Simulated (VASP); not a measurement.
# ZrC (P-6m2) in VASP: notebook, part 3 of 3

VASP 6.6.1. Earlier steps stand in the parts before.

## Step 5: Relaxation of shape and atoms at fixed volume, r2SCAN

This run uses another cell than the first one, of 13.64 Å³/atom, 0.983 times its volume.

Contents of POSCAR:

```
ZrC
1.0
    3.2749834588      0.0000000000      0.0000000000
   -1.6374917294      2.8362188723      0.0000000000
    0.0000000000      0.0000000000      2.9365842647
Zr C
1 1
Direct
    0.0000000000      0.0000000000      0.0000000000
    0.6666666667      0.3333333333      0.5000000000
```

Contents of INCAR.step1:

```
  PREC = Accurate
  ENCUT = 600
  ISMEAR = 0
  SIGMA = 0.05
  LREAL = F
  LASPH = T
  NELM = 80
  GGA = PE
  ALGO = Normal
  EDIFF = 1E-4
  LWAVE = T
  LCHARG = F
```

Contents of INCAR.step2:

```
  PREC = Accurate
  ENCUT = 600
  EDIFF = 1E-7
  ISMEAR = 0
  SIGMA = 0.05
  LREAL = F
  LASPH = T
  NELM = 80
  ALGO = Normal
  ISIF = 4
  LWAVE = F
  LCHARG = F
  METAGGA = R2SCAN
  LMIXTAU = T
  IBRION = 2
  NSW = 60
  EDIFFG = -0.01
  ISTART = 1
```

Contents of KPOINTS:

```
regular mesh
0
Gamma
  12 12 12
```

Potentials or basis: VASP PAW PBE potentials, release 64 (Zr_sv, C).

Started as:

```bash
$ cat potpaw_PBE.64/Zr_sv/POTCAR potpaw_PBE.64/C/POTCAR > POTCAR
$ cp INCAR.step1 INCAR
$ mpirun -np 1 vasp_std > vasp.out
$ cp INCAR.step2 INCAR
$ mpirun -np 1 vasp_std > vasp.out
```

OUTCAR:

```text
PREC = Accurate
   ENCUT = 600
   EDIFF = 1E-7
   ISMEAR = 0
   LREAL = F
   LASPH = T
   NELM = 80
   ISIF = 4
   METAGGA = R2SCAN
   IBRION = 2
   NSW = 60
   EDIFFG = -0.01
   ISTART = 1

 ion  position               nearest neighbor table
   1  0.000  0.000  0.000-   2 2.39   2 2.39   2 2.39   2 2.39   2 2.39   2 2.39
   2  0.667  0.333  0.500-   1 2.39   1 2.39   1 2.39   1 2.39   1 2.39   1 2.39

  LATTYP: Found a hexagonal cell.
 ALAT       =     3.2749834588
 C/A-ratio  =     0.8966714799

  Lattice vectors:

 A1 = (   3.2749834588,   0.0000000000,   0.0000000000)
 A2 = (  -1.6374917294,   2.8362188723,   0.0000000000)
 A3 = (   0.0000000000,   0.0000000000,   2.9365842647)

Analysis of symmetry for initial positions (statically):
[... 259 lines left out ...]
 val. band max:        9.0117957824   @ k =   0.3333   0.2500   0.5000
 cond. band min:       9.0269791684   @ k =   0.5000   0.0000   0.0833
 fundamental gap:      0.0151833860
 Fermi energy:         9.0165503779

 k-point     1 :       0.0000    0.0000    0.0000
  band No.  band energies     occupation
      1     -40.9761      2.00000
      2     -18.0795      2.00000
      3     -18.0795      2.00000
      4     -17.6637      2.00000
      5      -2.6836      2.00000
      6       7.3101      2.00000
      7       7.3101      2.00000
      8       7.8825      2.00000
      9      10.8228      0.00000
     10      14.4636      0.00000
     11      14.4636      0.00000
     12      14.6986      0.00000
[... 331 lines left out ...]
 k-point    24 :       0.3333    0.0000    0.0833
  band No.  band energies     occupation
      1     -40.9046      2.00000
      2     -18.6362      2.00000
      3     -18.1957      2.00000
      4     -17.6777      2.00000
      5      -1.1602      2.00000
      6       5.2443      2.00000
      7       8.2501      2.00000
      8       8.6314      2.00000
      9       9.1023      0.01529
     10      13.4913      0.00000
     11      14.0255      0.00000
     12      15.3991      0.00000

 [... further k-points ...]
[... 5 lines left out ...]
  --------------------------------------------------------------------------------------
  -------------------------------------------------------------------------------------
  Total       -0.0840327     -0.0840327     -0.0856321      0.0000000      0.0000000     -0.0000000
  in kB       -4.9359167     -4.9359167     -5.0298603      0.0000000      0.0000000     -0.0000000
  external PRESSURE =      -4.9672312 kB  Pullay stress =       0.0000000 kB
[... 17 lines left out ...]
  FREE ENERGIE OF THE ION-ELECTRON SYSTEM (eV)
  ---------------------------------------------------
  free  energy   TOTEN  =       -33.2079718772 eV

  energy  without entropy=      -33.2073567198  energy(sigma->0) =      -33.20766430

 reached required accuracy - stopping structural energy minimisation
```

OUTCAR.step1:

```text
PREC = Accurate
   ENCUT = 600
   ISMEAR = 0
   LREAL = F
   LASPH = T
[... 582 lines left out ...]
 -----------------------------------------------------------------------------------
      0.00000      0.00000      0.00000         0.000000     -0.000000      0.000000
      1.63749      0.94541      1.46829        -0.000000      0.000000      0.000000
 -----------------------------------------------------------------------------------
    total drift:                               -0.000000      0.000000      0.000000

  FREE ENERGIE OF THE ION-ELECTRON SYSTEM (eV)
  ---------------------------------------------------
  free  energy   TOTEN  =       -18.0157339487 eV

  energy  without entropy=      -18.0150844378  energy(sigma->0) =      -18.01540919
```

OSZICAR.step1:

```text
N       E                     dE             d eps       ncg     rms          rms(c)
DAV:   1     0.122522132148E+03    0.12252E+03   -0.96875E+03  3192   0.149E+03
DAV:   2    -0.151063095354E+02   -0.13763E+03   -0.12967E+03  3716   0.350E+02
DAV:   3    -0.217058587103E+02   -0.65995E+01   -0.64818E+01  4692   0.690E+01
DAV:   4    -0.219887781349E+02   -0.28292E+00   -0.28271E+00  4408   0.131E+01
DAV:   5    -0.219934411579E+02   -0.46630E-02   -0.46627E-02  4472   0.167E+00    0.187E+01
DAV:   6    -0.182482390483E+02    0.37452E+01   -0.21020E+01  3744   0.299E+01    0.699E+00
DAV:   7    -0.180340812417E+02    0.21416E+00   -0.15805E+00  3836   0.930E+00    0.533E+00
DAV:   8    -0.180288357259E+02    0.52455E-02   -0.26233E-01  3916   0.433E+00    0.132E+00
DAV:   9    -0.180158146322E+02    0.13021E-01   -0.67412E-02  3928   0.157E+00    0.421E-01
DAV:  10    -0.180157485892E+02    0.66043E-04   -0.34855E-03  3800   0.602E-01    0.180E-01
DAV:  11    -0.180157339487E+02    0.14641E-04   -0.44270E-04  3792   0.185E-01
   1 F= -.18015734E+02 E0= -.18015409E+02  d E =-.649511E-03
```

It took 13 min on 1 thread of Intel Xeon 8259CL, shared host; peak memory 0.21 GiB.

Results:

```
Free energy               : -33.2080 eV
Energy gained by relaxing : 0.0 meV/atom
Ionic steps               : 3
Pressure after relaxing   : -0.5 GPa
Band gap on the k mesh    : zero (band 8 reaches 9.21 eV, above the bottom of band 9 at 8.87 eV)
```

Final structure:
```
Zr C
1.0
     3.27636    0.00000    0.00000
    -1.63818    2.83741    0.00000
     0.00000    0.00000    2.93411
Zr C
1 1
Direct
  0.00000 0.00000 0.00000
  0.66667 0.33333 0.50000
```

Levels at points of the mesh, in eV from the Fermi level:
| k point | band 4 | band 5 | band 6 | band 7 | band 8 | band 9 | band 10 | band 11 | band 12 |
| --- | --- | --- | --- | --- | --- | --- | --- | --- | --- |
| (0.00, 0.00, 0.00) | -26.68 | -11.70 | -1.71 | -1.71 | -1.13 | 1.81 | 5.45 | 5.45 | 5.68 |
| (0.50, 0.00, 0.00) | -26.59 | -9.71 | -4.24 | -0.71 | -0.57 | 0.28 | 4.83 | 5.36 | 5.56 |
| (0.00, 0.00, 0.50) | -26.96 | -8.80 | -5.15 | -0.67 | -0.67 | 1.86 | 1.86 | 5.02 | 5.02 |
| (0.50, 0.00, 0.50) | -27.11 | -9.71 | -3.76 | -2.46 | -2.21 | 2.30 | 5.59 | 6.85 | 7.10 |

Caveat: the PAW data sets were made with another functional, which shifts forces and pressure a little.

## Step 6: Relaxation of shape and atoms at fixed volume, r2SCAN (volume scaled by 1.020)

Contents of POSCAR:

```
ZrC
1.0
    3.2945950761      0.0000000000      0.0000000000
   -1.6472975381      2.8532030311      0.0000000000
    0.0000000000      0.0000000000      2.9504582248
Zr C
1 1
Direct
    0.0000000000      0.0000000000      0.0000000000
    0.6666666667      0.3333333333      0.5000000000
```

Edit INCAR.step1 of step 5 so:

```diff
@@ -6,3 +6,3 @@
   LASPH = T
-  NELM = 80
+  NELM = 60
   GGA = PE
```

Edit INCAR.step2 of step 5 so:

```diff
@@ -2,3 +2,3 @@
   ENCUT = 600
-  EDIFF = 1E-7
+  EDIFF = 1E-6
   ISMEAR = 0
@@ -7,3 +7,3 @@
   LASPH = T
-  NELM = 80
+  NELM = 60
   ALGO = Normal
```

KPOINTS is that of step 5.

Potentials or basis: VASP PAW PBE potentials, release 64 (Zr_sv, C).

Started as:

```bash
$ cat potpaw_PBE.64/Zr_sv/POTCAR potpaw_PBE.64/C/POTCAR > POTCAR
$ cp INCAR.step1 INCAR
$ mpirun -np 1 vasp_std > vasp.out
$ cp INCAR.step2 INCAR
$ mpirun -np 1 vasp_std > vasp.out
```

OUTCAR:

```text
PREC = Accurate
   ENCUT = 600
   EDIFF = 1E-6
   ISMEAR = 0
   LREAL = F
   LASPH = T
   NELM = 60
   ISIF = 4
   METAGGA = R2SCAN
   IBRION = 2
   NSW = 60
   EDIFFG = -0.01
   ISTART = 1

 ion  position               nearest neighbor table
   1  0.000  0.000  0.000-   2 2.41   2 2.41   2 2.41   2 2.41   2 2.41   2 2.41
   2  0.667  0.333  0.500-   1 2.41   1 2.41   1 2.41   1 2.41   1 2.41   1 2.41

  LATTYP: Found a hexagonal cell.
 ALAT       =     3.2945950761
 C/A-ratio  =     0.8955450235

  Lattice vectors:

 A1 = (   3.2945950761,   0.0000000000,   0.0000000000)
 A2 = (  -1.6472975381,   2.8532030311,   0.0000000000)
 A3 = (   0.0000000000,   0.0000000000,   2.9504582248)

Analysis of symmetry for initial positions (statically):
=====================================================================
 Subroutine PRICEL returns:
 Original cell was already a primitive cell.

 Routine SETGRP: Setting up the symmetry group for a
 hexagonal supercell.

 Subroutine GETGRP returns: Found 12 space group operations
 (whereof 12 operations were pure point group operations)
 out of a pool of 24 trial point group operations.

The static configuration has the point symmetry D_3h.

Analysis of symmetry for dynamics (positions and initial velocities):
=====================================================================
 Subroutine PRICEL returns:
 Original cell was already a primitive cell.

 Routine SETGRP: Setting up the symmetry group for a
 hexagonal supercell.

 Subroutine GETGRP returns: Found 12 space group operations
 (whereof 12 operations were pure point group operations)
 out of a pool of 24 trial point group operations.

The dynamic configuration has the point symmetry D_3h.

 Subroutine INISYM returns: Found 12 space group operations
 (whereof 12 operations are pure point group operations),
 and found     1 'primitive' translations

----------------------------------------------------------------------------------------

                                     Primitive cell

  volume of cell :      27.7347

  direct lattice vectors                    reciprocal lattice vectors
     3.294595076  0.000000000  0.000000000     0.303527437  0.175241648  0.000000000
    -1.647297538  2.853203031  0.000000000     0.000000000  0.350483295  0.000000000
     0.000000000  0.000000000  2.950458225     0.000000000  0.000000000  0.338930405

  length of vectors
     3.294595076  3.294595076  2.950458225     0.350483295  0.350483295  0.338930405

  position of ions in fractional coordinates (direct lattice)
     0.000000000  0.000000000  0.000000000
     0.666666667  0.333333333  0.500000000

  ion indices of the primitive-cell ions
   primitive index   ion index
                 1           1
                 2           2

[... 53 lines left out ...]
   k-points           NKPTS =    133   k-points in BZ     NKDIM =    133   number of bands    NBANDS=     12
   number of dos      NEDOS =    301   number of ions     NIONS =      2
   total plane-waves  NPLWV =  18816
   dimension x,y,z NGX =    28 NGY =   28 NGZ =   24
   dimension x,y,z NGXF=    56 NGYF=   56 NGZF=   48
   ions per type =               1   1
   NGX,Y,Z   is equivalent  to a cutoff of  14.13, 14.13, 13.52 a.u.
   NGXF,Y,Z  is equivalent  to a cutoff of  28.26, 28.26, 27.05 a.u.
 SYSTEM =  unknown system
   PREC   = accura    normal or accurate (medium, high low for compatibility)
   ISTART =      1    job   : 0-new  1-cont  2-samecut
   ICHARG =      0    charge: 1-file 2-atom 10-const
   ISPIN  =      1    spin polarized calculation?
   LNONCOLLINEAR =      F non collinear calculations
   LSORBIT =      F    spin-orbit coupling
   LASPH  =      T    aspherical Exc in radial PAW
   ENCUT  =  600.0 eV  44.10 Ry    6.64 a.u.   6.58  6.58  5.89*2*pi/ulx,y,z
   NELM   =     60;   NELMIN=  2; NELMDL=  0     # of ELM steps
   EDIFF  = 0.1E-05   stopping-criterion for ELM
   LREAL  =      F    real-space projection
   EDIFFG = -.1E-01   stopping-criterion for IOM
   NSW    =     60    number of steps for IOM
   IBRION =      2    ionic relax: 0-MD 1-quasi-New 2-CG
   NFREE  =      1    steps in history (QN), initial steepest desc. (CG)
   ISIF   =      4    stress and relaxation
   ISYM   =      2    0-nonsym 1-usesym 2-fastsym
   POTIM  = 0.5000    time-step for ionic-motion
   TEBEG  =    0.0;   TEEND  =   0.0 temperature during run
   PSTRESS=    0.0 pullay stress
   NELECT =      16.0000    total number of electrons
   NUPDOWN=      -1.0000    fix difference up-down
   EMIN   =  10.00;   EMAX   =-10.00  energy-range for DOS
   EFERMI =   0.00;   METHOD = LEGACY
   ISMEAR =     0;   SIGMA  =   0.05  broadening in eV -4-tet -1-fermi 0-gaus
   EFERMI_NEDOS =   21; number of points for ismear=-14 and -15
   IALGO  =     38    algorithm
   IMIX   =      4    mixing-type and parameters
     AMIX     =   0.40;   BMIX     =  1.00
     AMIX_MAG =   1.60;   BMIX_MAG =  1.00
  volume/ion in A,a.u.               =      13.87        93.58
  Fermi-wavevector in a.u.,A,eV,Ry     =   1.362825  2.575366 25.269992  1.857292
  Thomas-Fermi vector in A             =   2.489281
   LORBIT       =      0    0 simple, 1 ext, 2 COOP (PROOUT), +10 PAW based schemes
   METAGGA = R2SCAN    functional components
   LHFCALC =     F    Hartree Fock is set to
   AEXX    =    0.0000 exact exchange contribution
   IVDW    =     0    specifies the selected vdW correction
   LEPSILON=     F    determine dielectric tensor
   LRPA    =     F    only Hartree local field effects (RPA)
 conjugate gradient relaxation of ions
 non-spin polarized calculation
 Gauss-broadening in eV      SIGMA  =   0.05
  energy-cutoff  :      600.00
  volume of cell :       27.73
 maximum number of plane-waves:       960
 NGX is ok and might be reduce to    28
   NGX = 13   NGY = 13   NGZ = 11

--------------------------------------- Ionic step        1  -------------------------------------------

 number of electron      16.0000001 magnetization

 Free energy of the ion-electron system (eV)
  ---------------------------------------------------
  ext. energy  EPLUGINS =         0.00000000
  ---------------------------------------------------
  free energy    TOTEN  =       -33.20238003 eV

  energy without entropy =      -33.20194799  energy(sigma->0) =      -33.20216401

------------------------ aborting loop because EDIFF is reached ----------------------------------------

  FORCE on cell =-STRESS in cart. coord.  units (eV):
  Direction    XX          YY          ZZ          XY          YZ          ZX
  --------------------------------------------------------------------------------------
  -------------------------------------------------------------------------------------
  Total       -0.5831017     -0.5831017     -0.7147386      0.0000000      0.0000000      0.0000000
  in kB      -33.6845489    -33.6845489    -41.2889293      0.0000000      0.0000000      0.0000000
  external PRESSURE =     -36.2193423 kB  Pullay stress =       0.0000000 kB
[... 59 lines left out ...]
--------------------------------------- Ionic step        3  -------------------------------------------

 number of electron      16.0000001 magnetization

 Free energy of the ion-electron system (eV)
  ---------------------------------------------------
  ext. energy  EPLUGINS =         0.00000000
  ---------------------------------------------------
  free energy    TOTEN  =       -33.20246714 eV

  energy without entropy =      -33.20208207  energy(sigma->0) =      -33.20227460

 E-fermi :   8.8234     XC(G=0): -12.4873

 val. band max:        8.7951982168   @ k =   0.3333   0.2500   0.5000
 cond. band min:       8.8271373128   @ k =   0.5000   0.0000   0.0833
 fundamental gap:      0.0319390959
 Fermi energy:         8.8234452123

 k-point     1 :       0.0000    0.0000    0.0000
  band No.  band energies     occupation
      1     -41.2169      2.00000
      2     -18.3316      2.00000
      3     -18.3316      2.00000
      4     -17.9165      2.00000
      5      -2.8080      2.00000
      6       7.1499      2.00000
      7       7.1499      2.00000
      8       7.7318      2.00000
      9      10.6252      0.00000
     10      14.1811      0.00000
     11      14.1811      0.00000
     12      14.3964      0.00000
[... 331 lines left out ...]
 k-point    24 :       0.3333    0.0000    0.0833
  band No.  band energies     occupation
      1     -41.1508      2.00000
      2     -18.8529      2.00000
      3     -18.4406      2.00000
      4     -17.9319      2.00000
      5      -1.3214      2.00000
      6       5.0987      2.00000
      7       8.0905      2.00000
      8       8.4390      2.00000
      9       8.9285      0.00296
     10      13.2303      0.00000
     11      13.7557      0.00000
     12      15.0984      0.00000

 [... further k-points ...]
[... 5 lines left out ...]
  --------------------------------------------------------------------------------------
  -------------------------------------------------------------------------------------
  Total       -0.6137524     -0.6137524     -0.6182990      0.0000000     -0.0000000     -0.0000000
  in kB      -35.4551721    -35.4551721    -35.7178212      0.0000000     -0.0000000     -0.0000000
  external PRESSURE =     -35.5427218 kB  Pullay stress =       0.0000000 kB
[... 17 lines left out ...]
  FREE ENERGIE OF THE ION-ELECTRON SYSTEM (eV)
  ---------------------------------------------------
  free  energy   TOTEN  =       -33.2024671383 eV

  energy  without entropy=      -33.2020820669  energy(sigma->0) =      -33.20227460

 reached required accuracy - stopping structural energy minimisation
```

OSZICAR.step1:

```text
N       E                     dE             d eps       ncg     rms          rms(c)
DAV:   1     0.121011573104E+03    0.12101E+03   -0.95985E+03  3200   0.149E+03
DAV:   2    -0.153462118701E+02   -0.13636E+03   -0.12924E+03  3692   0.349E+02
DAV:   3    -0.217401944098E+02   -0.63940E+01   -0.62438E+01  4732   0.679E+01
DAV:   4    -0.219931942075E+02   -0.25300E+00   -0.25283E+00  4280   0.127E+01
DAV:   5    -0.219982213306E+02   -0.50271E-02   -0.50268E-02  4512   0.170E+00    0.182E+01
DAV:   6    -0.182719332585E+02    0.37263E+01   -0.21331E+01  3760   0.298E+01    0.678E+00
DAV:   7    -0.180309746168E+02    0.24096E+00   -0.15774E+00  3856   0.941E+00    0.514E+00
DAV:   8    -0.180224209910E+02    0.85536E-02   -0.25947E-01  3836   0.437E+00    0.128E+00
DAV:   9    -0.180109998772E+02    0.11421E-01   -0.58840E-02  3924   0.149E+00    0.420E-01
DAV:  10    -0.180111018629E+02   -0.10199E-03   -0.31555E-03  3908   0.575E-01    0.175E-01
DAV:  11    -0.180110709313E+02    0.30932E-04   -0.47033E-04  3744   0.184E-01
   1 F= -.18011071E+02 E0= -.18010710E+02  d E =-.721065E-03
```

Wall time 9.5 min (1 thread of Intel Xeon 8259CL, shared host); peak memory 0.21 GiB.

What came out:

* Free energy: -33.2025 eV
* Energy gained by relaxing: 0.0 meV/atom
* Ionic steps: 3
* Pressure after relaxing: -3.6 GPa
* Band gap on the k mesh: zero (band 8 reaches 8.99 eV, above the bottom of band 9 at 8.72 eV)

Final structure:
```
CELL_PARAMETERS angstrom
3.29680 0.00000 0.00000
-1.64840 2.85511 0.00000
0.00000 0.00000 2.94651
ATOMIC_POSITIONS crystal
Zr 0.00000 0.00000 0.00000
C 0.66667 0.33333 0.50000
```

Levels at points of the mesh, in eV from the Fermi level:
```
           k point  band 6  band 7  band 8  band 9  band 10  band 11
(0.00, 0.00, 0.00)   -1.67   -1.67   -1.09    1.80     5.36     5.36
(0.50, 0.00, 0.00)   -4.20   -0.68   -0.52    0.26     4.77     5.25
(0.00, 0.00, 0.50)   -5.09   -0.65   -0.65    1.85     1.85     4.96
(0.50, 0.00, 0.50)   -3.71   -2.41   -2.18    2.26     5.48     6.70
```

Caveat: the cell differs from its parent crystal (volume scaled by 1.020); the PAW data sets were made with another functional, which shifts forces and pressure a little.

## Step 7: Overview

```csv
task,cell,cutoff (eV),gap on the mesh (eV),pressure (GPa)
single point,"a = 3.297, b = 3.297, c = 2.946 Å, angles 90.0, 90.0, 120.0°, 2 atoms",520,none,-3.5
single point,"a = 3.321, b = 3.321, c = 2.961 Å, angles 90.0, 90.0, 120.0°, 2 atoms",520,none,-6.8
relaxation of shape and atoms at fixed volume,"relaxed from a = 3.273, b = 3.273, c = 2.931 Å, angles 90.0, 90.0, 120.0°, 2 atoms",600,none,0.1
relaxation of shape and atoms at fixed volume,"relaxed from a = 3.275, b = 3.275, c = 2.937 Å, angles 90.0, 90.0, 120.0°, 2 atoms",600,none,-0.5
relaxation of shape and atoms at fixed volume,"relaxed from a = 3.295, b = 3.295, c = 2.950 Å, angles 90.0, 90.0, 120.0°, 2 atoms",600,none,-3.6
```

Alike in all rows: level r2SCAN; potentials or basis VASP PAW PBE potentials, release 64 (Zr_sv, C); no spin polarisation; k mesh 12 × 12 × 12; smearing gaussian 0.05 eV.

Caveats: the PAW data sets were made with another functional, which shifts forces and pressure a little; the relaxation stopped at its first step, so nothing moved (some runs).

Total energies depend on the potentials used, so only differences within one code and one set of settings carry meaning.
